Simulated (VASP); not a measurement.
# BAs (F-43m) in VASP: further runs

BAs is run at these levels: PBE; tasks: single point.

All numbers are computed with VASP 6.6.1; they aren't measurements. Logs are shortened: lines on timing, memory, paths and dates and some standing lists are left out, and cuts for length are marked.

## Step 1: The cell of the first run

It takes space group F-43m (No. 216, cubic). The conventional cell has a = 4.761 Å, b = 4.761 Å, c = 4.761 Å, α = 90.00°, β = 90.00°, γ = 90.00°. B (site symmetry -43m) has 4 As at 2.06 Å within 2.7 Å. As (site symmetry -43m) has 4 B at 2.06 Å within 2.7 Å.

## Step 2: Single point, PBE (13.49 Å³/atom)

INCAR reads:

```
SYSTEM = BAs
  PREC = Accurate
  ENCUT = 500
  EDIFF = 1E-6
  ISMEAR = 0
  SIGMA = 0.02
  LREAL = .FALSE.
  LASPH = .TRUE.
  NELM = 120
  ALGO = Normal
  ISIF = 2
  LWAVE = .FALSE.
  LCHARG = .FALSE.
  GGA = PE
  NBANDS = 11
  GGA_COMPAT = .FALSE.
```

KPOINTS reads:

```
regular mesh
0
G
  10 10 10
  0 0 0
```

POSCAR reads:

```
BAs
1.0
    0.0000000000      2.3803251356      2.3803251356
    2.3803251356      0.0000000000      2.3803251356
    2.3803251356      2.3803251356      0.0000000000
B As
1 1
Direct
    0.0000000000      0.0000000000      0.0000000000
    0.2500000000      0.2500000000      0.2500000000
```

Potentials or basis: VASP PAW PBE potentials, release 64 (B, As).

Command:

```sh
> cat potpaw_PBE.64/B/POTCAR potpaw_PBE.64/As/POTCAR > POTCAR
> mpirun -np 1 vasp_std > vasp.out
```

OUTCAR:

```text
SYSTEM = BAs
   PREC = Accurate
   ENCUT = 500
   EDIFF = 1E-6
   ISMEAR = 0
   LREAL = .FALSE.
   LASPH = .TRUE.
   NELM = 120
   ISIF = 2
   GGA = PE

 ion  position               nearest neighbor table
   1  0.000  0.000  0.000-   2 2.06   2 2.06   2 2.06   2 2.06
   2  0.250  0.250  0.250-   1 2.06   1 2.06   1 2.06   1 2.06

  LATTYP: Found a face centered cubic cell.
 ALAT       =     4.7606502712

  Lattice vectors:

 A1 = (   0.0000000000,   2.3803251356,   2.3803251356)
 A2 = (   2.3803251356,   0.0000000000,   2.3803251356)
 A3 = (   2.3803251356,   2.3803251356,   0.0000000000)

Analysis of symmetry for initial positions (statically):
=====================================================================
 Subroutine PRICEL returns:
 Original cell was already a primitive cell.

 Routine SETGRP: Setting up the symmetry group for a
 face centered cubic supercell.

 Subroutine GETGRP returns: Found 24 space group operations
 (whereof 24 operations were pure point group operations)
 out of a pool of 48 trial point group operations.

The static configuration has the point symmetry T_d .

Analysis of symmetry for dynamics (positions and initial velocities):
=====================================================================
 Subroutine PRICEL returns:
 Original cell was already a primitive cell.

 Routine SETGRP: Setting up the symmetry group for a
 face centered cubic supercell.

 Subroutine GETGRP returns: Found 24 space group operations
 (whereof 24 operations were pure point group operations)
 out of a pool of 48 trial point group operations.

The dynamic configuration has the point symmetry T_d .

 Subroutine INISYM returns: Found 24 space group operations
 (whereof 24 operations are pure point group operations),
 and found     1 'primitive' translations

----------------------------------------------------------------------------------------

                                     Primitive cell

  volume of cell :      26.9736

  direct lattice vectors                    reciprocal lattice vectors
     0.000000000  2.380325136  2.380325136    -0.210055338  0.210055338  0.210055338
     2.380325136  0.000000000  2.380325136     0.210055338 -0.210055338  0.210055338
     2.380325136  2.380325136  0.000000000     0.210055338  0.210055338 -0.210055338

  length of vectors
     3.366288090  3.366288090  3.366288090     0.363826517  0.363826517  0.363826517

  position of ions in fractional coordinates (direct lattice)
     0.000000000  0.000000000  0.000000000
     0.250000000  0.250000000  0.250000000

  ion indices of the primitive-cell ions
[... 85 lines left out ...]
   PSTRESS=    0.0 pullay stress
   NELECT =       8.0000    total number of electrons
   NUPDOWN=      -1.0000    fix difference up-down
   EMIN   =  10.00;   EMAX   =-10.00  energy-range for DOS
   EFERMI =   0.00;   METHOD = LEGACY
   ISMEAR =     0;   SIGMA  =   0.02  broadening in eV -4-tet -1-fermi 0-gaus
   EFERMI_NEDOS =   21; number of points for ismear=-14 and -15
   IALGO  =     38    algorithm
   IMIX   =      4    mixing-type and parameters
     AMIX     =   0.40;   BMIX     =  1.00
     AMIX_MAG =   1.60;   BMIX_MAG =  1.00
  volume/ion in A,a.u.               =      13.49        91.01
  Fermi-wavevector in a.u.,A,eV,Ry     =   1.091755  2.063118 16.217180  1.191929
  Thomas-Fermi vector in A             =   2.228007
   LORBIT       =      0    0 simple, 1 ext, 2 COOP (PROOUT), +10 PAW based schemes
   GGA     = PE    functional components
   LHFCALC =     F    Hartree Fock is set to
   AEXX    =    0.0000 exact exchange contribution
   IVDW    =     0    specifies the selected vdW correction
   LEPSILON=     F    determine dielectric tensor
   LRPA    =     F    only Hartree local field effects (RPA)
 non-spin polarized calculation
 Gauss-broadening in eV      SIGMA  =   0.02
  energy-cutoff  :      500.00
  volume of cell :       26.97
 maximum number of plane-waves:       701
 NGX is ok and might be reduce to    28
   NGX = 13   NGY = 13   NGZ = 13

 number of electron       8.0000000 magnetization

 Free energy of the ion-electron system (eV)
  ---------------------------------------------------
  ext. energy  EPLUGINS =         0.00000000
  ---------------------------------------------------
  free energy    TOTEN  =       -11.39878428 eV

  energy without entropy =      -11.39878428  energy(sigma->0) =      -11.39878428

 E-fermi :   6.3441     XC(G=0): -10.6289

 val. band max:        6.2404017968   @ k =   0.0000   0.0000   0.0000
 cond. band min:       7.4051626000   @ k =   0.4000   0.4000   0.0000
 fundamental gap:      1.1647608032
 Fermi energy:         6.3441072662

 k-point     1 :       0.0000    0.0000    0.0000
  band No.  band energies     occupation
      1      -9.2552      2.00000
      2       6.2404      2.00000
      3       6.2404      2.00000
      4       6.2404      2.00000
      5       9.5298      0.00000
      6       9.5298      0.00000
      7       9.5298      0.00000
      8      11.0585      0.00000
      9      15.8734      0.00000
     10      19.2326      0.00000
     11      19.2326      0.00000
[... 309 lines left out ...]
 k-point    24 :       0.4000    0.3000    0.0000
  band No.  band energies     occupation
      1      -6.5829      2.00000
      2      -0.2451      2.00000
      3       2.2210      2.00000
      4       2.7167      2.00000
      5       7.9311      0.00000
      6       9.6394      0.00000
      7      15.1499      0.00000
      8      15.3766      0.00000
      9      18.3839      0.00000
     10      22.1793      0.00000
     11      22.1900      0.00000

 [... further k-points ...]

------------------------ aborting loop because EDIFF is reached ----------------------------------------

  FORCE on cell =-STRESS in cart. coord.  units (eV):
  Direction    XX          YY          ZZ          XY          YZ          ZX
  --------------------------------------------------------------------------------------
  -------------------------------------------------------------------------------------
  Total        0.8353552      0.8353552      0.8353552      0.0000000      0.0000000     -0.0000000
  in kB       49.6184164     49.6184164     49.6184164      0.0000000      0.0000000     -0.0000000
  external PRESSURE =      49.6184164 kB  Pullay stress =       0.0000000 kB

 VOLUME and BASIS-vectors are now :
 -----------------------------------------------------------------------------
  energy-cutoff  :      500.00
  volume of cell :       26.97
      direct lattice vectors                 reciprocal lattice vectors
     0.000000000  2.380325136  2.380325136    -0.210055338  0.210055338  0.210055338
     2.380325136  0.000000000  2.380325136     0.210055338 -0.210055338  0.210055338
     2.380325136  2.380325136  0.000000000     0.210055338  0.210055338 -0.210055338

 POSITION                                       TOTAL-FORCE (eV/Angst)
 -----------------------------------------------------------------------------------
      0.00000      0.00000      0.00000         0.000000      0.000000      0.000000
      1.19016      1.19016      1.19016        -0.000000     -0.000000     -0.000000
 -----------------------------------------------------------------------------------
    total drift:                               -0.000000     -0.000000     -0.000000

  FREE ENERGIE OF THE ION-ELECTRON SYSTEM (eV)
  ---------------------------------------------------
  free  energy   TOTEN  =       -11.3987842788 eV

  energy  without entropy=      -11.3987842788  energy(sigma->0) =      -11.39878428
```

OSZICAR:

```text
N       E                     dE             d eps       ncg     rms          rms(c)
DAV:   1     0.122656023524E+02    0.12266E+02   -0.37276E+03  1034   0.627E+02
DAV:   2    -0.113632719887E+02   -0.23629E+02   -0.22694E+02  1398   0.105E+02
DAV:   3    -0.120563176161E+02   -0.69305E+00   -0.69093E+00  1308   0.164E+01
DAV:   4    -0.120582606170E+02   -0.19430E-02   -0.19429E-02  1150   0.950E-01
DAV:   5    -0.120582637106E+02   -0.30936E-05   -0.30937E-05  1226   0.402E-02    0.500E+00
DAV:   6    -0.114673147114E+02    0.59095E+00   -0.16135E+00  1106   0.519E+00    0.243E+00
DAV:   7    -0.114052610698E+02    0.62054E-01   -0.20162E-01  1199   0.219E+00    0.993E-01
DAV:   8    -0.113983214126E+02    0.69397E-02   -0.20463E-02  1175   0.814E-01    0.993E-02
DAV:   9    -0.113986236625E+02   -0.30225E-03   -0.75340E-04  1187   0.160E-01    0.599E-02
DAV:  10    -0.113987783538E+02   -0.15469E-03   -0.19030E-04  1114   0.842E-02    0.123E-02
DAV:  11    -0.113987842055E+02   -0.58517E-05   -0.53410E-06  1270   0.155E-02    0.108E-02
DAV:  12    -0.113987842788E+02   -0.73345E-07   -0.26695E-06  1106   0.888E-03
   1 F= -.11398784E+02 E0= -.11398784E+02  d E =-.712309E-16
```

stdout:

```text
POSCAR found type information on POSCAR B As
 POSCAR found :  2 types and       2 ions
 scaLAPACK will be used
 LDA part: xc-table for (Slater+PW92), standard interpolation
 POSCAR, INCAR and KPOINTS ok, starting setup
 FFT: planning ... GRIDC
 FFT: planning ... GRID_SOFT
 FFT: planning ... GRID
 WAVECAR not read
 entering main loop
```

Wall time 26 s (1 thread of Intel Xeon Platinum 8259CL at 2.50GHz (Skylake/Cascade Lake), shared host); peak memory 0.16 GiB.

What came out:

```
Free energy            : -11.3988 eV
Pressure               : 5.0 GPa
Band gap on the k mesh : 1.16 eV (least direct gap 3.29 eV)
```

Levels at points of the mesh, in eV from the valence-band top:
| k point | band 2 | band 3 | band 4 | band 5 | band 6 | band 7 |
| --- | --- | --- | --- | --- | --- | --- |
| (0.00, 0.00, 0.00) | 0.00 | 0.00 | 0.00 | 3.29 | 3.29 | 3.29 |
| (0.50, 0.00, 0.00) | -8.87 | -1.84 | -1.84 | 2.75 | 4.79 | 4.79 |
| (0.50, 0.50, 0.00) | -8.59 | -4.12 | -4.12 | 1.41 | 1.43 | 11.47 |

Caveat: the cell stands under pressure. A k mesh can miss the band edges.

## Step 3: Single point, PBE (13.07 Å³/atom)

This run uses another cell than the first one, of 13.07 Å³/atom.

INCAR reads:

```
  PREC = Accurate
  ENCUT = 500
  EDIFF = 1E-6
  ISMEAR = 0
  SIGMA = 0.02
  LREAL = F
  LASPH = T
  NELM = 120
  ALGO = Normal
  ISIF = 2
  LWAVE = F
  LCHARG = F
  GGA = PE
  NBANDS = 11
  GGA_COMPAT = F
```

KPOINTS reads:

```
Automatic mesh
0
Gamma
  10 10 10
```

POSCAR reads:

```
BAs
1.0
    0.0000000000      2.3555282788      2.3555282788
    2.3555282788      0.0000000000      2.3555282788
    2.3555282788      2.3555282788      0.0000000000
B As
1 1
Direct
    0.0000000000      0.0000000000      0.0000000000
    0.2500000000      0.2500000000      0.2500000000
```

Potentials or basis: VASP PAW PBE potentials, release 64 (B, As).

Command:

```sh
> cat potpaw_PBE.64/B/POTCAR potpaw_PBE.64/As/POTCAR > POTCAR
> mpirun -np 1 vasp_std > vasp.out
```

It used 13 s of CPU time on 1 thread of Intel(R) Xeon(R) Platinum 8259CL CPU @ 2.50GHz (Skylake/Cascade Lake), with other jobs on the host.

Results (log left out):

```yaml
Free_energy: -11.3598 eV
Pressure: 10.0 GPa
Band_gap_on_the_k_mesh: 1.13 eV (least direct gap 3.33 eV)
```

Levels at points of the mesh, in eV from the valence-band top:
```csv
k point,band 1,band 2,band 3,band 4,band 5,band 6,band 7,band 8,band 9
"(0.00, 0.00, 0.00)",-15.79,0.00,0.00,0.00,3.33,3.33,3.33,5.22,9.79
"(0.50, 0.00, 0.00)",-12.76,-9.10,-1.89,-1.89,2.94,4.83,4.83,8.94,13.03
"(0.50, 0.50, 0.00)",-11.38,-8.77,-4.26,-4.26,1.37,1.40,11.77,11.77,13.24
```

Caveat: the cell stands under pressure. A k mesh can miss the band edges.

## Step 4: Single point, PBE

This run uses another cell than the first one, of 13.90 Å³/atom.

INCAR reads:

```
PREC     = Accurate       # precision mode
ENCUT    = 500            # plane-wave cutoff, eV
EDIFF    = 1E-6           # SCF threshold, eV
ISMEAR   = 0              # smearing method
SIGMA    = 0.02           # smearing width, eV
LREAL    = False          # projectors in reciprocal space
LASPH    = True           # aspherical terms in the spheres
NELM     = 120            # most SCF steps
ALGO     = Normal         # electronic algorithm
ISIF     = 2              # what is computed and relaxed
LWAVE    = False          # write WAVECAR
LCHARG   = False          # write CHGCAR
GGA      = PE             # functional
NBANDS   = 11             # bands
GGA_COMPAT= False
```

KPOINTS reads:

```
regular mesh
0
Gamma
  10 10 10
```

POSCAR reads:

```
BAs
1.0
    0.0000000000      2.4046158453      2.4046158453
    2.4046158453      0.0000000000      2.4046158453
    2.4046158453      2.4046158453      0.0000000000
B As
1 1
Direct
    0.0000000000      0.0000000000      0.0000000000
    0.2500000000      0.2500000000      0.2500000000
```

Command:

```sh
> cat potpaw_PBE.64/B/POTCAR potpaw_PBE.64/As/POTCAR > POTCAR
> mpirun -np 1 vasp_std > vasp.out
```

Run time: 28 s. Hardware: 1 thread of Intel Xeon Platinum 8259CL at 2.50GHz (Skylake/Cascade Lake), shared host; peak memory 0.16 GiB.

It converged, with:

```
Free energy            : -11.4132 eV
Pressure               : 0.6 GPa
Band gap on the k mesh : 1.20 eV (least direct gap 3.25 eV)
```

Levels at points of the mesh, in eV from the valence-band top:
```
           k point  band 1  band 2  band 3  band 4  band 5  band 6  band 7  band 8  band 9
(0.00, 0.00, 0.00)  -15.22    0.00    0.00    0.00    3.25    3.25    3.25    4.43    9.49
(0.50, 0.00, 0.00)  -12.42   -8.64   -1.79   -1.79    2.57    4.76    4.76    8.82   12.57
(0.50, 0.50, 0.00)  -11.13   -8.42   -4.00   -4.00    1.45    1.46   11.17   11.17   12.68
```

## Step 5: Single point, PBE

This run uses another cell than the first one, of 13.90 Å³/atom.

INCAR reads:

```
PREC = Accurate ; ENCUT = 500
EDIFF = 1E-6 ; ISMEAR = 0
SIGMA = 0.02 ; LREAL = F
LASPH = T ; NELM = 120
ALGO = Normal ; ISIF = 2
LWAVE = F ; LCHARG = F
GGA = PE ; NBANDS = 11
GGA_COMPAT = F
```

KPOINTS is that of step 4.

POSCAR reads:

```
BAs
1.0
    0.0000000000      2.4044111589      2.4044111589
    2.4044111589      0.0000000000      2.4044111589
    2.4044111589      2.4044111589      0.0000000000
B As
1 1
Direct
    0.0000000000      0.0000000000      0.0000000000
    0.7500000000      0.7500000000      0.7500000000
```

Potentials or basis: VASP PAW PBE potentials, release 64 (B, As).

Command:

```sh
> cat potpaw_PBE.64/B/POTCAR potpaw_PBE.64/As/POTCAR > POTCAR
> mpirun -np 1 vasp_std > vasp.out
```

OUTCAR:

```text
PREC = Accurate
   ENCUT = 500
   EDIFF = 1E-6
   ISMEAR = 0
   LREAL = F
   LASPH = T
   NELM = 120
   ISIF = 2
   GGA = PE

 ion  position               nearest neighbor table
   1  0.000  0.000  0.000-   2 2.08   2 2.08   2 2.08   2 2.08
   2  0.750  0.750  0.750-   1 2.08   1 2.08   1 2.08   1 2.08

  LATTYP: Found a face centered cubic cell.
 ALAT       =     4.8088223178

  Lattice vectors:

 A1 = (   0.0000000000,   2.4044111589,   2.4044111589)
[... 523 lines left out ...]
------------------------ aborting loop because EDIFF is reached ----------------------------------------

  FORCE on cell =-STRESS in cart. coord.  units (eV):
  Direction    XX          YY          ZZ          XY          YZ          ZX
  --------------------------------------------------------------------------------------
  -------------------------------------------------------------------------------------
  Total        0.1103277      0.1103277      0.1103277     -0.0000000      0.0000000      0.0000000
  in kB        6.3582725      6.3582725      6.3582725     -0.0000000      0.0000000      0.0000000
  external PRESSURE =       6.3582725 kB  Pullay stress =       0.0000000 kB

 VOLUME and BASIS-vectors are now :
 -----------------------------------------------------------------------------
  energy-cutoff  :      500.00
  volume of cell :       27.80
      direct lattice vectors                 reciprocal lattice vectors
     0.000000000  2.404411159  2.404411159    -0.207951123  0.207951123  0.207951123
     2.404411159  0.000000000  2.404411159     0.207951123 -0.207951123  0.207951123
     2.404411159  2.404411159  0.000000000     0.207951123  0.207951123 -0.207951123

 POSITION                                       TOTAL-FORCE (eV/Angst)
 -----------------------------------------------------------------------------------
      0.00000      0.00000      0.00000        -0.000000     -0.000000     -0.000000
      3.60662      3.60662      3.60662         0.000000      0.000000      0.000000
 -----------------------------------------------------------------------------------
    total drift:                                0.000000      0.000000      0.000000

  FREE ENERGIE OF THE ION-ELECTRON SYSTEM (eV)
  ---------------------------------------------------
  free  energy   TOTEN  =       -11.4131307995 eV

  energy  without entropy=      -11.4131307995  energy(sigma->0) =      -11.41313080
```

stdout:

```text
POSCAR found type information on POSCAR B As
 POSCAR found :  2 types and       2 ions
 scaLAPACK will be used
 LDA part: xc-table for (Slater+PW92), standard interpolation
 POSCAR, INCAR and KPOINTS ok, starting setup
 FFT: planning ... GRIDC
 FFT: planning ... GRID_SOFT
 FFT: planning ... GRID
 WAVECAR not read
 entering main loop
```

It took 21 s on 1 thread of Intel Xeon Platinum 8259CL at 2.50GHz (Skylake/Cascade Lake), shared host; peak memory 0.16 GiB.

What came out:

| Property | Result |
| --- | --- |
| Free energy | -11.4131 eV |
| Pressure | 0.6 GPa |
| Band gap on the k mesh | 1.20 eV (least direct gap 3.25 eV) |

## Step 6: Summary

| cell | gap on the mesh (eV) | pressure (GPa) |
| --- | --- | --- |
| a = 3.366 Å, angles 60.0°, 2 atoms | 1.16 | 5.0 |
| a = 3.331 Å, angles 60.0°, 2 atoms | 1.13 | 10.0 |
| a = 3.401 Å, angles 60.0°, 2 atoms | 1.20 | 0.6 |
| a = 3.400 Å, angles 60.0°, 2 atoms | 1.20 | 0.6 |

Alike in all rows: task single point; level PBE; potentials or basis VASP PAW PBE potentials, release 64 (B, As); no spin polarisation; k mesh 10 × 10 × 10; cutoff (eV) 500; smearing gaussian 0.02 eV.

Caveats: the cell stands under pressure (at least some runs).

Total energies depend on the potentials used, so only differences within one code and one set of settings carry meaning.
